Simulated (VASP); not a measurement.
Input of a VASP 6.6.1 run:

File INCAR:

```
ALGO = Normal
EDIFF = 1E-7
ENCUT = 520
GGA = PS
ISIF = 2
ISMEAR = 0
LASPH = True
LCHARG = False
LREAL = False
LWAVE = False
NBANDS = 12
NELM = 80
PREC = Accurate
SIGMA = 0.15
```

Contents of KPOINTS:

```
k-points
0
Gamma
  22 22 22
```

POSCAR

```
Cu
1.0
    0.0000000000      1.8075000000      1.8978750000
    1.8075000000      0.0000000000      1.8978750000
    1.8075000000      1.8075000000      0.0000000000
Cu
1
Direct
    0.0000000000      0.0000000000      0.0000000000
```

Potentials or basis: VASP PAW PBE potentials, release 64 (Cu).

Run with:

```bash
$ cat potpaw_PBE.64/Cu/POTCAR > POTCAR
$ mpirun -np 1 vasp_std > vasp.out
```

Q: Estimate the pressure.

A: -11.5 GPa.

Stress tensor (GPa, compression positive):
```
-10.55   0.00   0.00
  0.00 -10.55   0.00
  0.00   0.00 -13.43
```

Caveat: the cell differs from its parent crystal (strain +0.000 along x and y, +0.050 along z); the PAW data sets were made with another functional, which shifts forces and pressure a little.
